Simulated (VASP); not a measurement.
# Sb (R-3m) in VASP: further runs

Runs on Sb. Level: PBE+D3(BJ). Tasks: single point.

All numbers are computed with VASP 6.6.1; they aren't measurements. Logs are shortened: lines on timing, memory, paths and dates and some standing lists are left out, and cuts for length are marked.

## Step 1: The cell of the first run

It takes space group R-3m (No. 166, trigonal). Conventional cell: a = 4.541 Å, b = 4.541 Å, c = 10.079 Å, α = 90.00°, β = 90.00°, γ = 120.00°. Sb (site symmetry 3m) has 6 Sb at 2.95 to 3.30 Å within 3.9 Å.

## Step 2: Single point, PBE+D3(BJ)

Input file INCAR:

```
SYSTEM = Sb
PREC = Accurate
ENCUT = 520
EDIFF = 1E-6
ISMEAR = 0
SIGMA = 0.15
LREAL = .False.
LASPH = .True.
NELM = 100
ALGO = Normal
ISIF = 2
LWAVE = .False.
LCHARG = .False.
GGA = PE
IVDW = 12
NBANDS = 12
```

Input file KPOINTS:

```
Automatic mesh
0
Gamma
  15 15 15
  0 0 0
```

Input file POSCAR:

```
Sb
1.0
    2.2703182135      1.3107688317      3.3595552717
   -2.2703182135      1.3107688317      3.3595552717
    0.0000000000     -2.6215376634      3.3595552718
Sb
2
Direct
    0.2336400000      0.2336400000      0.2336400000
    0.7663600000      0.7663600000      0.7663600000
```

Potentials or basis: VASP PAW PBE potentials, release 64 (Sb).

The run is started by

```bash
> cat potpaw_PBE.64/Sb/POTCAR > POTCAR
> mpirun -np 1 vasp_std > vasp.out
```

OUTCAR:

```text
SYSTEM = Sb
   PREC = Accurate
   ENCUT = 520
   EDIFF = 1E-6
   ISMEAR = 0
   LREAL = .False.
   LASPH = .True.
   NELM = 100
   ISIF = 2
   GGA = PE
   IVDW = 12
 IVDW          = 12

 ion  position               nearest neighbor table
   1  0.234  0.234  0.234-   2 2.95   2 2.95   2 2.95   2 3.30   2 3.30   2 3.30
   2  0.766  0.766  0.766-   1 2.95   1 2.95   1 2.95   1 3.30   1 3.30   1 3.30

  LATTYP: Found a trigonal (rhomboedric) cell.
 ALAT       =     4.2613461892
 COS(alpha) =     0.4323118520

  Lattice vectors:

 A1 = (   2.2703182135,   1.3107688317,   3.3595552717)
 A2 = (  -2.2703182135,   1.3107688317,   3.3595552717)
 A3 = (   0.0000000000,  -2.6215376634,   3.3595552718)

Analysis of symmetry for initial positions (statically):
=====================================================================
 Subroutine PRICEL returns:
 Original cell was already a primitive cell.

 Routine SETGRP: Setting up the symmetry group for a
 trigonal (rhombohedral) supercell.

 Subroutine GETGRP returns: Found 12 space group operations
 (whereof 12 operations were pure point group operations)
 out of a pool of 12 trial point group operations.

The static configuration has the point symmetry D_3d.

Analysis of symmetry for dynamics (positions and initial velocities):
=====================================================================
 Subroutine PRICEL returns:
 Original cell was already a primitive cell.

 Routine SETGRP: Setting up the symmetry group for a
 trigonal (rhombohedral) supercell.

 Subroutine GETGRP returns: Found 12 space group operations
 (whereof 12 operations were pure point group operations)
 out of a pool of 12 trial point group operations.

The dynamic configuration has the point symmetry D_3d.

 Subroutine INISYM returns: Found 12 space group operations
 (whereof 12 operations are pure point group operations),
 and found     1 'primitive' translations

----------------------------------------------------------------------------------------

                                     Primitive cell

  volume of cell :      59.9854

  direct lattice vectors                    reciprocal lattice vectors
     2.270318213  1.310768832  3.359555272     0.220233444  0.127151838  0.099219482
    -2.270318213  1.310768832  3.359555272    -0.220233444  0.127151838  0.099219482
     0.000000000 -2.621537663  3.359555272     0.000000000 -0.254303677  0.099219482

  length of vectors
     4.261346189  4.261346189  4.261346189     0.272974112  0.272974112  0.272974112

  position of ions in fractional coordinates (direct lattice)
     0.233640000  0.233640000  0.233640000
     0.766360000  0.766360000  0.766360000

  ion indices of the primitive-cell ions
   primitive index   ion index
                 1           1
                 2           2

----------------------------------------------------------------------------------------

 KPOINTS: Automatic mesh

Automatic generation of k-mesh.
 Grid dimensions read from file:
 generate k-points for:   15   15   15

 Generating k-lattice:

  Cartesian coordinates                     Fractional coordinates (reciprocal lattice)
     0.014682230  0.008476789  0.006614632     0.066666667 -0.000000000  0.000000000
    -0.014682230  0.008476789  0.006614632    -0.000000000  0.066666667  0.000000000
     0.000000000 -0.016953578  0.006614632    -0.000000000 -0.000000000  0.066666667

  Length of vectors
     0.018198274  0.018198274  0.018198274

  Shift w.r.t. Gamma in fractional coordinates (k-lattice)
     0.000000000  0.000000000  0.000000000

 Subroutine IBZKPT returns following result:
 ===========================================

 Found    344 irreducible k-points:

 Following reciprocal coordinates:
            Coordinates               Weight
  0.000000  0.000000  0.000000      1.000000
  0.066667 -0.000000  0.000000      6.000000
  0.133333  0.000000  0.000000      6.000000
  0.200000 -0.000000  0.000000      6.000000
  0.266667  0.000000  0.000000      6.000000
  0.333333 -0.000000  0.000000      6.000000
[... 16 lines left out ...]
  0.133333  0.133333  0.000000      6.000000
  0.200000  0.133333  0.000000     12.000000
 [... further k-points ...]
   k-points           NKPTS =    344   k-points in BZ     NKDIM =    344   number of bands    NBANDS=     12
   number of dos      NEDOS =    301   number of ions     NIONS =      2
   total plane-waves  NPLWV =  32768
   dimension x,y,z NGX =    32 NGY =   32 NGZ =   32
   dimension x,y,z NGXF=    64 NGYF=   64 NGZF=   64
   ions per type =               2
   NGX,Y,Z   is equivalent  to a cutoff of  12.48, 12.48, 12.48 a.u.
   NGXF,Y,Z  is equivalent  to a cutoff of  24.97, 24.97, 24.97 a.u.
 SYSTEM =  Sb
   PREC   = accura    normal or accurate (medium, high low for compatibility)
   ISTART =      0    job   : 0-new  1-cont  2-samecut
   ICHARG =      2    charge: 1-file 2-atom 10-const
   ISPIN  =      1    spin polarized calculation?
   LNONCOLLINEAR =      F non collinear calculations
   LSORBIT =      F    spin-orbit coupling
   LASPH  =      T    aspherical Exc in radial PAW
   ENCUT  =  520.0 eV  38.22 Ry    6.18 a.u.   7.92  7.92  7.92*2*pi/ulx,y,z
   NELM   =    100;   NELMIN=  2; NELMDL= -5     # of ELM steps
   EDIFF  = 0.1E-05   stopping-criterion for ELM
   LREAL  =      F    real-space projection
   EDIFFG = 0.1E-04   stopping-criterion for IOM
   NSW    =      0    number of steps for IOM
   IBRION =     -1    ionic relax: 0-MD 1-quasi-New 2-CG
   NFREE  =      0    steps in history (QN), initial steepest desc. (CG)
   ISIF   =      2    stress and relaxation
   ISYM   =      2    0-nonsym 1-usesym 2-fastsym
   POTIM  = 0.5000    time-step for ionic-motion
   TEBEG  =    0.0;   TEEND  =   0.0 temperature during run
   PSTRESS=    0.0 pullay stress
   NELECT =      10.0000    total number of electrons
   NUPDOWN=      -1.0000    fix difference up-down
   EMIN   =  10.00;   EMAX   =-10.00  energy-range for DOS
   EFERMI =   0.00;   METHOD = LEGACY
   ISMEAR =     0;   SIGMA  =   0.15  broadening in eV -4-tet -1-fermi 0-gaus
   EFERMI_NEDOS =   21; number of points for ismear=-14 and -15
   IALGO  =     38    algorithm
   IMIX   =      4    mixing-type and parameters
     AMIX     =   0.40;   BMIX     =  1.00
     AMIX_MAG =   1.60;   BMIX_MAG =  1.00
  volume/ion in A,a.u.               =      29.99       202.40
  Fermi-wavevector in a.u.,A,eV,Ry     =   0.901003  1.702649 11.045295  0.811806
  Thomas-Fermi vector in A             =   2.024030
   LORBIT       =      0    0 simple, 1 ext, 2 COOP (PROOUT), +10 PAW based schemes
   GGA     = PE    functional components
   LHFCALC =     F    Hartree Fock is set to
   AEXX    =    0.0000 exact exchange contribution
   IVDW    =    12    specifies the selected vdW correction
   LEPSILON=     F    determine dielectric tensor
   LRPA    =     F    only Hartree local field effects (RPA)
 non-spin polarized calculation
 Gauss-broadening in eV      SIGMA  =   0.15
  energy-cutoff  :      520.00
  volume of cell :       59.99
 maximum number of plane-waves:      1644
   NGX = 15   NGY = 15   NGZ = 15

 number of electron      10.0000000 magnetization

 number of electron       9.9999999 magnetization

 Free energy of the ion-electron system (eV)
  ---------------------------------------------------
  ext. energy  EPLUGINS =         0.00000000
  ---------------------------------------------------
  free energy    TOTEN  =        -8.14449388 eV

  energy without entropy =       -8.13723681  energy(sigma->0) =       -8.14086534

 E-fermi :   6.9520     XC(G=0):  -9.5894

 val. band max:        6.9508611215   @ k =   0.4667   0.4000   0.4000
 cond. band min:       6.9593316742   @ k =   0.1333   0.1333   0.0000
 fundamental gap:      0.0084705527
 Fermi energy:         6.9520237829

 k-point     1 :       0.0000    0.0000    0.0000
  band No.  band energies     occupation
      1      -5.3370      2.00000
      2       2.4945      2.00000
      3       5.0405      2.00000
      4       5.0405      2.00000
      5       6.3835      2.00000
      6       9.6052      0.00000
      7      10.2572      0.00000
      8      10.2572      0.00000
      9      11.8467      0.00000
     10      11.8467      0.00000
     11      13.4538      0.00000
     12      14.0794      0.00000

 k-point     2 :       0.0667   -0.0000    0.0000
  band No.  band energies     occupation
      1      -5.2906      2.00000
      2       2.2173      2.00000
      3       5.0504      2.00000
      4       5.2386      2.00000
      5       6.3603      2.00000
      6       9.4878      0.00000
      7      10.1351      0.00000
      8      10.1829      0.00000
      9      11.8014      0.00000
     10      11.8298      0.00000
     11      13.2844      0.00000
     12      14.3252      0.00000

 k-point     3 :       0.1333    0.0000    0.0000
  band No.  band energies     occupation
      1      -5.1515      2.00000
      2       1.5700      2.00000
      3       5.0813      2.00000
      4       5.6534      2.00000
      5       6.3052      2.00000
      6       9.1736      0.00000
      7       9.7676      0.00000
      8       9.9516      0.00000
      9      11.8479      0.00000
     10      11.8598      0.00000
     11      13.2903      0.00000
     12      14.9129      0.00000

 k-point     4 :       0.2000   -0.0000    0.0000
  band No.  band energies     occupation
      1      -4.9207      2.00000
      2       0.7767      2.00000
      3       5.1357      2.00000
      4       6.0747      2.00000
      5       6.2510      2.00000
      6       8.7445      0.00000
      7       9.2508      0.00000
      8       9.6095      0.00000
      9      11.9829      0.00000
     10      12.1483      0.00000
     11      13.6649      0.00000
     12      15.7717      0.00000

 k-point     5 :       0.2667    0.0000    0.0000
  band No.  band energies     occupation
      1      -4.6001      2.00000
      2      -0.0561      2.00000
      3       5.2149      2.00000
      4       6.2222      2.00000
      5       6.4264      2.00000
      6       8.2804      0.00000
      7       8.7129      0.00000
      8       9.2416      0.00000
      9      12.2942      0.00000
     10      12.6305      0.00000
     11      14.3250      0.00000
     12      16.8045      0.00000
[... 228 lines left out ...]
      1      -5.0471      2.00000
      2       1.1908      2.00000
      3       4.7706      2.00000
      4       6.1334      2.00000
      5       6.3659      2.00000
      6       8.8247      0.00000
      7       9.3491      0.00000
      8      10.2844      0.00000
      9      11.7670      0.00000
     10      12.2978      0.00000
     11      13.4464      0.00000
     12      14.8722      0.00000

 k-point    22 :      -0.0667    0.0667   -0.0000
  band No.  band energies     occupation
      1      -5.2150      2.00000
      2       1.8281      2.00000
      3       4.9056      2.00000
      4       5.6570      2.00000
      5       6.3460      2.00000
      6       9.2546      0.00000
      7       9.8121      0.00000
      8      10.3216      0.00000
      9      11.6994      0.00000
     10      12.0054      0.00000
     11      13.3554      0.00000
     12      14.4218      0.00000

 k-point    23 :       0.1333    0.1333    0.0000
  band No.  band energies     occupation
      1      -5.0845      2.00000
      2       1.5895      2.00000
      3       4.6020      2.00000
      4       5.3680      2.00000
      5       6.9593      0.94507
      6       8.0789      0.00000
      7       9.8543      0.00000
      8      10.6305      0.00000
      9      11.5856      0.00000
     10      12.6035      0.00000
     11      13.3264      0.00000
     12      14.4246      0.00000

 k-point    24 :       0.2000    0.1333    0.0000
  band No.  band energies     occupation
      1      -4.9140      2.00000
      2       1.1239      2.00000
      3       4.5160      2.00000
      4       5.2721      2.00000
      5       7.0557      0.32854
      6       7.7418      0.00000
      7       9.7679      0.00000
      8      10.6571      0.00000
      9      11.4913      0.00000
     10      12.8787      0.00000
     11      13.8324      0.00000
     12      14.7796      0.00000

 [... further k-points ...]

------------------------ aborting loop because EDIFF is reached ----------------------------------------

 Edisp (eV)   -0.95222

 E8    (eV) :    -0.4443

  FORCE on cell =-STRESS in cart. coord.  units (eV):
  Direction    XX          YY          ZZ          XY          YZ          ZX
  --------------------------------------------------------------------------------------
  -------------------------------------------------------------------------------------
  Total      -0.93159    -0.93159     0.77470    -0.00000     0.00000     0.00000
  in kB     -24.88214   -24.88214    20.69176    -0.00000     0.00000     0.00000
  external pressure =       -9.69 kB  Pullay stress =        0.00 kB

 VOLUME and BASIS-vectors are now :
 -----------------------------------------------------------------------------
  energy-cutoff  :      520.00
  volume of cell :       59.99
      direct lattice vectors                 reciprocal lattice vectors
     2.270318213  1.310768832  3.359555272     0.220233444  0.127151838  0.099219482
    -2.270318213  1.310768832  3.359555272    -0.220233444  0.127151838  0.099219482
     0.000000000 -2.621537663  3.359555272     0.000000000 -0.254303677  0.099219482

 POSITION                                       TOTAL-FORCE (eV/Angst)
 -----------------------------------------------------------------------------------
      0.00000      0.00000      2.35478         0.000000      0.000000      0.369882
      0.00000      0.00000      7.72389         0.000000      0.000000     -0.369882
 -----------------------------------------------------------------------------------
    total drift:                                0.000000      0.000000     -0.000000

  FREE ENERGIE OF THE ION-ELECTRON SYSTEM (eV)
  ---------------------------------------------------
  free  energy   TOTEN  =        -9.0967109770 eV

  energy  without entropy=       -9.0894538994  energy(sigma->0) =       -9.09308244
```

Wall time 2.5 min (1 thread of Intel Xeon 8259CL, shared host); peak memory 0.35 GiB.

Results:

* Free energy: -9.0967 eV
* Pressure: -1.0 GPa
* Largest force: 0.370 eV/Å
* Band gap on the k mesh: zero (bands 5 and 6 overlap by 0.53 eV)
* Dispersion energy per atom: -0.476 eV

Forces on the atoms (eV/Å):
```
Sb   0.000  0.000  0.370
Sb   0.000  0.000 -0.370
```

Caveat: spin-orbit coupling is left out, which moves the levels of the heavy elements.

[end of part 1 of 3]
